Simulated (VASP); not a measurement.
The system is Al3In8N12.

```
CELL_PARAMETERS angstrom
0.00000 5.92277 0.00000
5.14533 2.96138 -5.50021
-5.14533 2.96138 -5.50021
ATOMIC_POSITIONS crystal
Al 0.14196 0.50503 0.50771
Al 0.65798 0.00326 0.00300
Al 0.58392 0.75712 0.75837
In 0.66493 0.67222 0.34279
In 0.16517 0.16313 0.84205
In 0.66333 0.34014 0.67137
In 0.16554 0.84209 0.17182
In 0.06853 0.59179 0.92023
In 0.57174 0.09605 0.41921
In 0.06808 0.92027 0.59138
In 0.56482 0.42103 0.10117
N 0.37765 0.95857 0.66084
N 0.87333 0.45973 0.15811
N 0.38118 0.65755 0.95893
N 0.87691 0.15646 0.45480
N 0.26167 0.40366 0.71348
N 0.76659 0.90894 0.20849
N 0.26314 0.70408 0.40462
N 0.75476 0.21092 0.90772
N 0.80085 0.82742 0.83535
N 0.30144 0.32959 0.33588
N 0.78548 0.58017 0.58214
N 0.28699 0.08055 0.07833
```

* Program: VASP 6.6.1
* Task: relaxation of cell and atoms
* Functional: PBE
* Potentials or basis: VASP PAW PBE potentials, release 64 (Al, In_d, N)
* Cutoff: 700 eV
* k mesh: 3 × 2 × 2, shifted
* Occupations: gaussian, width 0.1 eV
* Spin: no spin polarisation

At the start: pressure -0.0 GPa; volume 14.58 Å³/atom.

Task: How do energy, volume and symmetry change on relaxing?

Result: Over 18 steps the energy falls by 33.9 meV/atom and the volume is 14.95 Å³/atom (+2.5 %); space group Cm (No. 8, to 0.1 Å) before and after.

Step by step:
| step | energy change (eV) | largest force (eV/Å) | pressure (GPa) | volume (Å³) |
| --- | --- | --- | --- | --- |
| 1 | 0.0000 | 1.5070 | -0.03 | 335.23 |
| 2 | -0.4174 | 0.7961 | 0.43 | 335.08 |
| 3 | -0.4255 | 0.6853 | 0.58 | 335.05 |
| 4 | -0.5505 | 0.5165 | 0.05 | 337.65 |
| 5 | -0.5860 | 0.7366 | -0.35 | 339.94 |
| 6 | -0.6781 | 0.4656 | -0.11 | 340.50 |
| 7 | -0.7245 | 0.5428 | 0.24 | 341.26 |
| 8 | -0.7634 | 0.1727 | 0.02 | 342.69 |
| 9 | -0.7637 | 0.2238 | 0.01 | 342.82 |
| 10 | -0.7721 | 0.0838 | -0.02 | 343.13 |
| 11 | -0.7734 | 0.0991 | -0.03 | 343.30 |
| 12 | -0.7761 | 0.0557 | 0.03 | 343.27 |
| 13 | -0.7764 | 0.0676 | 0.06 | 343.25 |
| 14 | -0.7780 | 0.0525 | -0.03 | 343.55 |
| 15 | -0.7782 | 0.0635 | -0.08 | 343.72 |
| 16 | -0.7793 | 0.0418 | 0.05 | 343.47 |
| 17 | -0.7794 | 0.0441 | 0.07 | 343.42 |
| 18 | -0.7799 | 0.0232 | -0.04 | 343.76 |

Final structure:
```xyz
23
Lattice="-0.0008 5.9669 -0.0090 5.1623 2.9911 -5.5857 -5.1615 2.9925 -5.5842" Properties=species:S:1:pos:R:3 pbc="T T T"
Al   -0.0083    3.9546   -5.7187
Al   -0.0093    3.9889   -0.0250
Al   -0.0076    8.0145   -8.4745
In    1.6500    7.0132   -5.6645
In   -3.4643    4.0216   -5.6638
In   -1.6679    7.0152   -5.6634
In    3.4462    4.0205   -5.6648
In   -1.6876    4.9649   -8.4438
In   -1.6582    4.8862   -2.8506
In    1.6723    4.9633   -8.4442
In    1.6428    4.8844   -2.8518
N     1.5535    7.0492   -9.0240
N     1.7433    6.9220   -3.5320
N    -1.5691    7.0501   -9.0235
N    -1.7607    6.9240   -3.5316
N    -1.5659    4.9053   -6.2717
N     3.5935    7.8843   -6.2438
N     1.5486    4.9039   -6.2738
N    -3.6116    7.8845   -6.2438
N    -0.0089    9.7751   -9.2661
N    -0.0083    3.9784   -3.8345
N    -0.0087    8.1715   -6.5327
N    -0.0092    2.1977   -0.5253
```

Caveat: an odd number of electrons without spin polarisation forces a metal; a magnetic or distorted state may lie lower.
